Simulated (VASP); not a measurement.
A run of VASP 6.6.1 is set up as follows.

File INCAR:

```
PREC = Accurate ; ENCUT = 520
EDIFF = 1E-6 ; ISMEAR = -1
SIGMA = 0.02 ; LREAL = Auto
LASPH = T ; NELM = 80
ALGO = Normal ; ISIF = 2
LWAVE = F ; LCHARG = F
GGA = PE ; IVDW = 12
NBANDS = 66
```

Contents of KPOINTS:

```
regular mesh
0
Gamma
  1 1 1
```

POSCAR

```
HF
1.0
    6.9448400000      0.0000000000      0.0000000000
    0.0000000000      7.4970260000      0.0000000000
    0.0000000000      0.0000000000      7.8872330000
F H
12 12
Direct
    0.2430293570      0.0228890763      0.6087939839
    0.4282028096      0.5366394621      0.4289844106
    0.7907885567      0.3159519521      0.9439939203
    0.2904746546      0.8729594909      0.9206524012
    0.8539865569      0.6417077919      0.0540493732
    0.1008374563      0.5332114361      0.6745458135
    0.2775441911      0.5515387035      1.0270775569
    0.7873903502      0.0754699263      0.4624689039
    0.4528686046      0.3492851699      0.7993043948
    0.6979570444      0.7143899461      0.3124289596
    0.0526578006      0.8941945780      0.3538249726
    0.4870954550      0.2407354596      0.2957437672
    0.1523145242     -0.0194210344      0.5180904381
    0.5230934046      0.6302232379      0.3966917169
    0.6610519465      0.3143113016      0.9051716870
    0.3004388870      0.9236862724      0.8104616663
    0.8328773593      0.5208465330      0.0013185866
    0.2000046077      0.4945027535      0.6018714041
    0.3168251536      0.6688385501      0.9920082239
    0.7253010869      0.1674664060      0.3984033437
    0.3648752167      0.4142442617      0.8649294372
    0.7415721600      0.6938751446      0.1906245194
   -0.0679065320      0.9357844030      0.3777243553
    0.4863466977      0.3580486449      0.3496156383
```

Potentials or basis: VASP PAW PBE potentials, release 64 (F, H).

Launch:

```bash
$ cat potpaw_PBE.64/F/POTCAR potpaw_PBE.64/H/POTCAR > POTCAR
$ mpirun -np 1 vasp_gam > vasp.out
```

Task: Predict the largest force.

Result: 2.950 eV/Å.

Task: Estimate the pressure.

Result: -0.6 GPa.

Task: What does it give for the dispersion energy per atom?

Result: -0.018 eV.

Task: What does it give for the band gap on the k mesh?

Result: 6.95 eV.

Stress tensor (GPa, compression positive):
```
 0.29 -0.85 -0.67
-0.85 -0.98  0.00
-0.67  0.00 -1.07
```

Caveat: the k points lie up to 0.90 Å⁻¹ apart.
